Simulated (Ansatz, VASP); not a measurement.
Ba: VASP beside Ansatz

INCAR

```
  PREC = Accurate
  ENCUT = 520
  EDIFF = 1E-7
  ISMEAR = 1
  SIGMA = 0.03
  LREAL = False
  LASPH = True
  NELM = 100
  ALGO = Normal
  ISIF = 2
  LWAVE = False
  LCHARG = False
  GGA = PE
  NBANDS = 11
```

KPOINTS

```
Automatic mesh
0
Gamma
  9 9 9
```

File POSCAR:

```
Ba
1.0
   -2.5124914082      2.5124914082      2.5124914082
    2.5124914082     -2.5124914082      2.5124914082
    2.5124914082      2.5124914082     -2.5124914082
Ba
1
Direct
    0.0000000000      0.0000000000      0.0000000000
```

Input for Ansatz:

```yaml
crystal:
  lattice:
    - [-2.5124914082, 2.5124914082, 2.5124914082]
    - [2.5124914082, -2.5124914082, 2.5124914082]
    - [2.5124914082, 2.5124914082, -2.5124914082]
  atoms:
    - { symbol: Ba, position: [0.0, 0.0, 0.0] }
hamiltonian:
  xc: pbe
  pseudopotentials:
    kind: paw
    azcp:
      Ba: "pseudopotentials/Ba.paw.azcp"
basis:
  ecutwfc: 420
  fft_grid_basis: typed
kpoints:
  mp_grid: { grid: [9, 9, 9], shift: [0, 0, 0] }
magnetization:
  spin_polarized: false
scf:
  occupations: { method: cold, width: 0.03 }
  lower_state_search: "off"
output:
  stress: true
```

Alike in both runs: task single point; functional PBE; k mesh 9 × 9 × 9; no spin polarisation.

```csv
,VASP,Ansatz
version,VASP 6.6.1,Ansatz 0.2.0
potentials or method,"VASP PAW PBE potentials, release 64 (Ba_sv), cutoff 520 eV","plane waves (420 eV) with PAW, scalar-relativistic"
occupations,"methfessel-paxton of order 1, width 0.03 eV","cold, width 0.03 eV"
valence electrons in the cell,10,10
```

VASP gave:

- pressure (GPa): 0.1

Task: What did Ansatz give for the same quantities?

Result: Pressure (GPa): 0.0.

Neither program's run includes spin-orbit coupling.
